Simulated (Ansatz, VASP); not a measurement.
ScNb: VASP beside Ansatz

The input INCAR:

```
SYSTEM = ScNb
  PREC = Accurate
  ENCUT = 520
  EDIFF = 1E-7
  ISMEAR = 0
  SIGMA = 0.1
  LREAL = .False.
  LASPH = .True.
  NELM = 100
  ALGO = Normal
  ISIF = 2
  LWAVE = .False.
  LCHARG = .False.
  GGA = B5
  ALDAX = 1.0
  AGGAX = 1.0
  AGGAC = 1.0
  ALDAC = 0.0
  ISYM = 0
  NBANDS = 19
```

The input KPOINTS:

```
Automatic mesh
0
Gamma
  2 1 4
  0 0 0
```

File POSCAR:

```
ScNb
1.0
    3.0656443612      0.0000000000      0.0000000000
   -1.5328221806      2.6549258957      0.0000000000
    0.0000000000      0.0000000000      5.0721940000
Sc Nb
1 1
Direct
    0.3060000000      0.5860000000      0.8340000000
    0.6393333333      1.2526666667      1.3340000000
```

Input for Ansatz:

```yaml
crystal:
  lattice:
    - [3.0656443612, 0.0, 0.0]
    - [-1.5328221806, 2.6549258957, 0.0]
    - [0.0, 0.0, 5.072194]
  atoms:
    - { symbol: Sc, position: [0.306, 0.586, 0.834] }
    - { symbol: Nb, position: [0.6393333333, 1.2526666667, 1.334] }
  symmetry: { detect: false }
basis: {}
kpoints:
  mp_grid: { grid: [2, 1, 4] }
hamiltonian:
  xc: blyp
scf:
  occupations: { method: gaussian, width: 0.1 }
  convergence: { dr2_threshold: "1e-8 eV" }
output:
  forces: true
  stress: true
  eigenvalues: true
```

Alike in both runs: task single point; functional BLYP; k mesh 2 × 1 × 4; occupations gaussian, width 0.1 eV; no spin polarisation.

|  | VASP | Ansatz |
| --- | --- | --- |
| version | VASP 6.6.1 | Ansatz 0.2.0 |
| potentials or method | VASP PAW PBE potentials, release 64 (Sc_sv, Nb_sv) | scalar-relativistic, plane waves, PAW |
| plane-wave cutoff (eV) | 520 | 420 |
| valence electrons in the cell | 24 | 24 |

Ansatz gave:

- gap on the k mesh at the Fermi level (eV): none
- pressure (GPa): 8.6
- traceless stress, the component that is largest in VASP (GPa): 21.37
- rms of the force components (eV/Å): 0.343

Q: What did VASP give for the same quantities?

A: gap on the k mesh at the Fermi level (eV): none; pressure (GPa): 8.7; traceless stress, the component that is largest in VASP (GPa): 21.49; rms of the force components (eV/Å): 0.339.

VASP's potentials were made for PBE, not for BLYP. Atom by atom the forces differ by 0.004 eV/Å (rms over components). A gap of «none» marks a metal or a gap that the smearing closes. Ansatz's warnings: stress scf threshold loose.

The k mesh is coarse, so the values compare programs but aren't converged.
